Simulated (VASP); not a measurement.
# Ta (P6_3/mmc) in VASP: a series of runs

The runs below take Ta through relaxation of cell and atoms, with PBEsol+D4, RPBE+D3(BJ).

All numbers are computed with VASP 6.6.1; they aren't measurements. Logs are shortened: lines on timing, memory, paths and dates and some standing lists are left out, and cuts for length are marked.

## (1) The cell of the first run

It takes space group P6_3/mmc (No. 194, hexagonal). The conventional cell has a = 2.900 Å, b = 2.900 Å, c = 5.166 Å, α = 90.00°, β = 90.00°, γ = 120.00°. Within 3.8 Å of Ta (site symmetry -6m2) lie 12 Ta at 2.90 to 3.08 Å.

## (2) Relaxation of cell and atoms, PBEsol+D4

INCAR reads:

```
SYSTEM = Ta
PREC = Accurate
ENCUT = 600
EDIFF = 1E-6
ISMEAR = -1
SIGMA = 0.05
LREAL = .FALSE.
LASPH = .TRUE.
NELM = 80
ALGO = Normal
ISIF = 3
LWAVE = .FALSE.
LCHARG = .FALSE.
GGA = PS
IVDW = 13
IBRION = 2
NSW = 60
EDIFFG = -0.01
```

KPOINTS reads:

```
Automatic mesh
0
G
  11 11 5
  0 0 0
```

POSCAR reads:

```
Ta
1.0
    2.9003720726      0.0000000000      0.0000000000
   -1.4501860363      2.5117958953      0.0000000000
    0.0000000000      0.0000000000      5.1662740000
Ta
2
Direct
    0.3333333333      0.6666666667      0.2500000000
    0.6666666667      0.3333333333      0.7500000000
```

Potentials or basis: VASP PAW PBE potentials, release 64 (Ta_pv).

The run is started by

```console
$ cat potpaw_PBE.64/Ta_pv/POTCAR > POTCAR
$ mpirun -np 1 vasp_std > vasp.out
```

OUTCAR:

```text
SYSTEM = Ta
   PREC = Accurate
   ENCUT = 600
   EDIFF = 1E-6
   ISMEAR = -1
   LREAL = .FALSE.
   LASPH = .TRUE.
   NELM = 80
   ISIF = 3
   GGA = PS
   IVDW = 13
   IBRION = 2
   NSW = 60
   EDIFFG = -0.01

 ion  position               nearest neighbor table
   1  0.333  0.667  0.250-   2 3.08   2 3.08   2 3.08   2 3.08   2 3.08   2 3.08
   2  0.667  0.333  0.750-   1 3.08   1 3.08   1 3.08   1 3.08   1 3.08   1 3.08

  LATTYP: Found a hexagonal cell.
 ALAT       =     2.9003720726
 C/A-ratio  =     1.7812452577

  Lattice vectors:

 A1 = (   2.9003720726,   0.0000000000,   0.0000000000)
 A2 = (  -1.4501860363,   2.5117958953,   0.0000000000)
 A3 = (   0.0000000000,   0.0000000000,   5.1662740000)

Analysis of symmetry for initial positions (statically):
=====================================================================
 Subroutine PRICEL returns:
 Original cell was already a primitive cell.

 Routine SETGRP: Setting up the symmetry group for a
 hexagonal supercell.

 Subroutine GETGRP returns: Found 24 space group operations
 (whereof 12 operations were pure point group operations)
 out of a pool of 24 trial point group operations.

The static configuration has the point symmetry D_3d.
 The point group associated with its full space group is D_6h.

Analysis of symmetry for dynamics (positions and initial velocities):
=====================================================================
 Subroutine PRICEL returns:
 Original cell was already a primitive cell.

 Routine SETGRP: Setting up the symmetry group for a
 hexagonal supercell.

 Subroutine GETGRP returns: Found 24 space group operations
 (whereof 12 operations were pure point group operations)
 out of a pool of 24 trial point group operations.

The dynamic configuration has the point symmetry D_3d.
 The point group associated with its full space group is D_6h.

 Subroutine INISYM returns: Found 24 space group operations
 (whereof 12 operations are pure point group operations),
 and found     1 'primitive' translations

----------------------------------------------------------------------------------------

                                     Primitive cell

  volume of cell :      37.6370

  direct lattice vectors                    reciprocal lattice vectors
     2.900372073  0.000000000  0.000000000     0.344783350  0.199060760  0.000000000
    -1.450186036  2.511795895  0.000000000     0.000000000  0.398121520  0.000000000
     0.000000000  0.000000000  5.166274000     0.000000000  0.000000000  0.193563098

  length of vectors
     2.900372073  2.900372073  5.166274000     0.398121520  0.398121520  0.193563098

  position of ions in fractional coordinates (direct lattice)
     0.333333333  0.666666667  0.250000000
     0.666666667  0.333333333  0.750000000

  ion indices of the primitive-cell ions
   primitive index   ion index
                 1           1
                 2           2

----------------------------------------------------------------------------------------

 KPOINTS: Automatic mesh

Automatic generation of k-mesh.
 Grid dimensions read from file:
 generate k-points for:   11   11    5

 Generating k-lattice:

  Cartesian coordinates                     Fractional coordinates (reciprocal lattice)
     0.031343941  0.018096433  0.000000000     0.090909091 -0.000000000  0.000000000
     0.000000000  0.036192865  0.000000000     0.000000000  0.090909091  0.000000000
     0.000000000  0.000000000  0.038712620     0.000000000  0.000000000  0.200000000

  Length of vectors
     0.036192865  0.036192865  0.038712620

  Shift w.r.t. Gamma in fractional coordinates (k-lattice)
     0.000000000  0.000000000  0.000000000

 Subroutine IBZKPT returns following result:
 ===========================================

 Found     48 irreducible k-points:

 Following reciprocal coordinates:
            Coordinates               Weight
  0.000000  0.000000  0.000000      1.000000
  0.090909  0.000000  0.000000      6.000000
  0.181818  0.000000  0.000000      6.000000
  0.272727  0.000000  0.000000      6.000000
  0.363636 -0.000000  0.000000      6.000000
  0.454545  0.000000  0.000000      6.000000
[... 16 lines left out ...]
  0.090909  0.090909  0.200000     12.000000
  0.181818  0.090909  0.200000     24.000000
 [... further k-points ...]
   k-points           NKPTS =     48   k-points in BZ     NKDIM =     48   number of bands    NBANDS=     15
   number of dos      NEDOS =    301   number of ions     NIONS =      2
   total plane-waves  NPLWV =  24192
   dimension x,y,z NGX =    24 NGY =   24 NGZ =   42
   dimension x,y,z NGXF=    48 NGYF=   48 NGZF=   84
   ions per type =               2
   NGX,Y,Z   is equivalent  to a cutoff of  13.76, 13.76, 13.52 a.u.
   NGXF,Y,Z  is equivalent  to a cutoff of  27.51, 27.51, 27.03 a.u.
 SYSTEM =  Ta
   PREC   = accura    normal or accurate (medium, high low for compatibility)
   ISTART =      0    job   : 0-new  1-cont  2-samecut
   ICHARG =      2    charge: 1-file 2-atom 10-const
   ISPIN  =      1    spin polarized calculation?
   LNONCOLLINEAR =      F non collinear calculations
   LSORBIT =      F    spin-orbit coupling
   LASPH  =      T    aspherical Exc in radial PAW
   ENCUT  =  600.0 eV  44.10 Ry    6.64 a.u.   5.79  5.79 10.32*2*pi/ulx,y,z
   NELM   =     80;   NELMIN=  2; NELMDL= -5     # of ELM steps
   EDIFF  = 0.1E-05   stopping-criterion for ELM
   LREAL  =      F    real-space projection
   EDIFFG = -.1E-01   stopping-criterion for IOM
   NSW    =     60    number of steps for IOM
   IBRION =      2    ionic relax: 0-MD 1-quasi-New 2-CG
   NFREE  =      1    steps in history (QN), initial steepest desc. (CG)
   ISIF   =      3    stress and relaxation
   ISYM   =      2    0-nonsym 1-usesym 2-fastsym
   POTIM  = 0.5000    time-step for ionic-motion
   TEBEG  =    0.0;   TEEND  =   0.0 temperature during run
   PSTRESS=    0.0 pullay stress
   NELECT =      22.0000    total number of electrons
   NUPDOWN=      -1.0000    fix difference up-down
   EMIN   =  10.00;   EMAX   =-10.00  energy-range for DOS
   EFERMI =   0.00;   METHOD = LEGACY
   ISMEAR =    -1;   SIGMA  =   0.05  broadening in eV -4-tet -1-fermi 0-gaus
   EFERMI_NEDOS =   21; number of points for ismear=-14 and -15
   IALGO  =     38    algorithm
   IMIX   =      4    mixing-type and parameters
     AMIX     =   0.40;   BMIX     =  1.00
     AMIX_MAG =   1.60;   BMIX_MAG =  1.00
  volume/ion in A,a.u.               =      18.82       126.99
  Fermi-wavevector in a.u.,A,eV,Ry     =   1.368812  2.586680 25.492516  1.873647
  Thomas-Fermi vector in A             =   2.494743
   LORBIT       =      0    0 simple, 1 ext, 2 COOP (PROOUT), +10 PAW based schemes
   GGA     = PS    functional components
   LHFCALC =     F    Hartree Fock is set to
   AEXX    =    0.0000 exact exchange contribution
   IVDW    =    13    specifies the selected vdW correction
   LEPSILON=     F    determine dielectric tensor
   LRPA    =     F    only Hartree local field effects (RPA)
 conjugate gradient relaxation of ions
 non-spin polarized calculation
  energy-cutoff  :      600.00
  volume of cell :       37.64
 maximum number of plane-waves:      1275
 NGX is ok and might be reduce to    24
   NGX = 11   NGY = 11   NGZ = 21

--------------------------------------- Ionic step        1  -------------------------------------------

 number of electron      22.0000002 magnetization

 Free energy of the ion-electron system (eV)
  ---------------------------------------------------
  ext. energy  EPLUGINS =         0.00000000
  ---------------------------------------------------
  free energy    TOTEN  =       -24.50311128 eV

  energy without entropy =      -24.48422361  energy(sigma->0) =      -24.49366744

------------------------ aborting loop because EDIFF is reached ----------------------------------------

  DFT-D4 for vdW energy calculation

  Edisp (eV):   -0.35663

  FORCE on cell =-STRESS in cart. coord.  units (eV):
  Direction    XX          YY          ZZ          XY          YZ          ZX
  --------------------------------------------------------------------------------------
  -------------------------------------------------------------------------------------
  Total      -2.19338    -2.19338    -1.74511     0.00000     0.00000     0.00000
  in kB     -93.37046   -93.37046   -74.28779     0.00000     0.00000     0.00000
  external pressure =      -87.01 kB  Pullay stress =        0.00 kB

 VOLUME and BASIS-vectors are now :
 -----------------------------------------------------------------------------
  energy-cutoff  :      600.00
  volume of cell :       37.64
      direct lattice vectors                 reciprocal lattice vectors
     2.900372073  0.000000000  0.000000000     0.344783350  0.199060760  0.000000000
    -1.450186036  2.511795895  0.000000000     0.000000000  0.398121520  0.000000000
     0.000000000  0.000000000  5.166274000     0.000000000  0.000000000  0.193563098
[... 81 lines left out ...]
 POSITION                                       TOTAL-FORCE (eV/Angst)
 -----------------------------------------------------------------------------------
     -0.00000      1.64864      1.27568         0.000000      0.000000      0.000000
      1.42776      0.82432      3.82704        -0.000000     -0.000000      0.000000
 -----------------------------------------------------------------------------------
    total drift:                               -0.000000      0.000000     -0.000000

  FREE ENERGIE OF THE ION-ELECTRON SYSTEM (eV)
  ---------------------------------------------------
  free  energy   TOTEN  =       -24.9070993768 eV

  energy  without entropy=      -24.8905757972  energy(sigma->0) =      -24.89883759

--------------------------------------- Ionic step        4  -------------------------------------------

 number of electron      21.9999999 magnetization

 Free energy of the ion-electron system (eV)
  ---------------------------------------------------
  ext. energy  EPLUGINS =         0.00000000
  ---------------------------------------------------
  free energy    TOTEN  =       -24.53484817 eV

  energy without entropy =      -24.51840858  energy(sigma->0) =      -24.52662837

 E-fermi :   5.7845     XC(G=0): -12.7218

 val. band max:        5.7603650530   @ k =   0.0000   0.0000   0.0000
 cond. band min:       5.7923685189   @ k =   0.1818   0.1818   0.0000
 fundamental gap:      0.0320034659
 Fermi energy:         5.7844594684

 k-point     1 :       0.0000    0.0000    0.0000
  band No.  band energies     occupation
      1     -28.7337      2.00000
      2     -27.7896      2.00000
      3     -27.6543      2.00000
      4     -27.6543      2.00000
      5     -27.5611      2.00000
      6     -27.5611      2.00000
      7      -2.5961      2.00000
      8       0.6944      2.00000
      9       5.1023      2.00000
     10       5.7604      1.23639
     11       6.3580      0.00002
     12       6.3580      0.00002
     13       6.9499      0.00000
     14       6.9499      0.00000
     15       8.8871      0.00000
[... 397 lines left out ...]
 k-point    24 :       0.1818    0.0909    0.2000
  band No.  band energies     occupation
      1     -28.5023      2.00000
      2     -28.1927      2.00000
      3     -28.1487      2.00000
      4     -27.8690      2.00000
      5     -27.7948      2.00000
      6     -27.7142      2.00000
      7      -0.2680      2.00000
      8       2.4420      2.00000
      9       3.5928      2.00000
     10       4.5771      2.00000
     11       5.2783      1.99992
     12       5.9699      0.04782
     13       7.5962      0.00000
     14       7.8092      0.00000
     15       8.9256      0.00000

 [... further k-points ...]

------------------------ aborting loop because EDIFF is reached ----------------------------------------

  DFT-D4 for vdW energy calculation

  Edisp (eV):   -0.37233

  FORCE on cell =-STRESS in cart. coord.  units (eV):
  Direction    XX          YY          ZZ          XY          YZ          ZX
  --------------------------------------------------------------------------------------
  -------------------------------------------------------------------------------------
  Total      -0.01554    -0.01554     0.01024    -0.00000    -0.00000     0.00000
  in kB      -0.69192    -0.69192     0.45612    -0.00000    -0.00000     0.00000
  external pressure =       -0.31 kB  Pullay stress =        0.00 kB

 VOLUME and BASIS-vectors are now :
 -----------------------------------------------------------------------------
  energy-cutoff  :      600.00
  volume of cell :       35.98
      direct lattice vectors                 reciprocal lattice vectors
     2.853884968 -0.000000000  0.000000000     0.350399547  0.202303273 -0.000000000
    -1.426942484  2.471536882  0.000000000     0.000000000  0.404606546 -0.000000000
     0.000000000  0.000000000  5.100392398     0.000000000  0.000000000  0.196063346

 POSITION                                       TOTAL-FORCE (eV/Angst)
 -----------------------------------------------------------------------------------
     -0.00000      1.64769      1.27510         0.000000     -0.000000      0.000000
      1.42694      0.82385      3.82529        -0.000000      0.000000      0.000000
 -----------------------------------------------------------------------------------
    total drift:                               -0.000000      0.000000     -0.000000

  FREE ENERGIE OF THE ION-ELECTRON SYSTEM (eV)
  ---------------------------------------------------
  free  energy   TOTEN  =       -24.9071768991 eV

  energy  without entropy=      -24.8907373147  energy(sigma->0) =      -24.89895711

 reached required accuracy - stopping structural energy minimisation
```

It took 28 s on 1 thread of Intel Xeon 6975P-C (Granite Rapids), shared host; peak memory 0.18 GiB.

Results:

- Free energy: -24.9072 eV
- Relaxed volume: 17.99 Å³/atom
- Relaxed cell: a = 2.854 Å, b = 2.854 Å, c = 5.100 Å, α = 90.00°, β = 90.00°, γ = 120.00°
- Space group after relaxing (to 0.05 Å): P6_3/mmc (No. 194)
- Energy gained by relaxing: 23.7 meV/atom
- Ionic steps: 4
- Pressure after relaxing: 0.0 GPa
- Band gap on the k mesh: zero (band 11 reaches 6.81 eV, above the bottom of band 12 at 5.18 eV)
- Dispersion energy per atom: -0.186 eV

Stress tensor (GPa, compression positive):
```
-0.07  0.00  0.00
 0.00 -0.07  0.00
 0.00  0.00  0.05
```

Step by step:
```
step  energy change (eV)  largest force (eV/Å)  pressure (GPa)  volume (Å³)
   1              0.0000                0.0000           -8.70        37.64
   2              0.2419                0.0000           27.61        32.34
   3             -0.0474                0.0000           -0.37        36.03
   4             -0.0474                0.0000           -0.03        35.98
```

Final structure:
```
Ta
1.0
     2.85388    0.00000    0.00000
    -1.42694    2.47154    0.00000
     0.00000    0.00000    5.10039
Ta
2
Cartesian
  0.0000 1.6477 1.2751
  1.4269 0.8238 3.8253
```

Caveat: the PAW data sets were made with another functional, which shifts forces and pressure a little; spin-orbit coupling is left out, which moves the levels of the heavy elements; pairwise dispersion overbinds metals, which lowers pressure and volume.

## (3) Relaxation of cell and atoms, RPBE+D3(BJ)

INCAR reads:

```
SYSTEM = Ta
  PREC = Accurate
  ENCUT = 600
  EDIFF = 1E-6
  ISMEAR = -1
  SIGMA = 0.05
  LREAL = .False.
  LASPH = .True.
  NELM = 100
  ALGO = Normal
  ISIF = 3
  LWAVE = .False.
  LCHARG = .False.
  GGA = RP
  IVDW = 12
  IBRION = 2
  NSW = 60
  EDIFFG = -0.01
```

KPOINTS reads:

```
Automatic mesh
0
Gamma
  11 11 5
  0 0 0
```

POSCAR is that of step 2.

Potentials or basis: VASP PAW PBE potentials, release 64 (Ta_pv).

The run is started by

```console
$ cat potpaw_PBE.64/Ta_pv/POTCAR > POTCAR
$ mpirun -np 1 vasp_std > vasp.out
```

Wall time 61 s (1 thread of Intel Xeon 6975P-C (Granite Rapids), shared host); peak memory 0.2 GiB.

It converged, with:

```yaml
Free_energy: -32.1926 eV
Relaxed_volume: 15.54 Å³/atom
Relaxed_cell: a = 2.742 Å, b = 2.742 Å, c = 4.774 Å, α = 90.00°, β = 90.00°, γ = 120.00°
Space_group_after_relaxing_to_0.05_Å: P6_3/mmc (No. 194)
Energy_gained_by_relaxing: 456.5 meV/atom
Ionic_steps: 10
Pressure_after_relaxing: 0.0 GPa
Band_gap_on_the_k_mesh: zero (band 11 reaches 8.78 eV, above the bottom of band 12 at 6.67 eV)
Dispersion_energy_per_atom: -5.559 eV
```

Step by step:
```csv
step,energy change (eV),largest force (eV/Å),pressure (GPa),volume (Å³)
1,0.0000,0.0000,-38.33,37.64
2,9.1655,0.0000,387.31,18.05
3,-0.8790,0.0000,-8.29,32.10
4,-0.9020,0.0000,-3.16,31.48
5,-0.9060,0.0000,0.14,31.10
6,-0.9104,0.0000,-0.25,31.07
7,-0.9129,0.0000,-0.15,31.09
8,-0.9129,0.0000,0.29,31.04
9,-0.9130,0.0000,0.10,31.06
10,-0.9130,0.0000,-0.03,31.07
```

Final structure:
```
Ta
1.0
     2.74155    0.00000    0.00000
    -1.37077    2.37425    0.00000
     0.00000    0.00000    4.77363
Ta
2
Cartesian
  0.0000 1.5828 1.1934
  1.3708 0.7914 3.5802
```

Levels at points of the mesh, in eV from the Fermi level:
| k point | band 8 | band 9 | band 10 | band 11 | band 12 | band 13 | band 14 | band 15 |
| --- | --- | --- | --- | --- | --- | --- | --- | --- |
| (0.00, 0.00, 0.00) | -5.59 | -0.62 | 0.48 | 0.48 | 0.76 | 1.29 | 1.29 | 3.31 |

Caveat: the volume moved by over 15 % at a fixed basis, so the end points are rough; the PAW data sets were made with another functional, which shifts forces and pressure a little; spin-orbit coupling is left out, which moves the levels of the heavy elements; pairwise dispersion overbinds metals, which lowers pressure and volume.
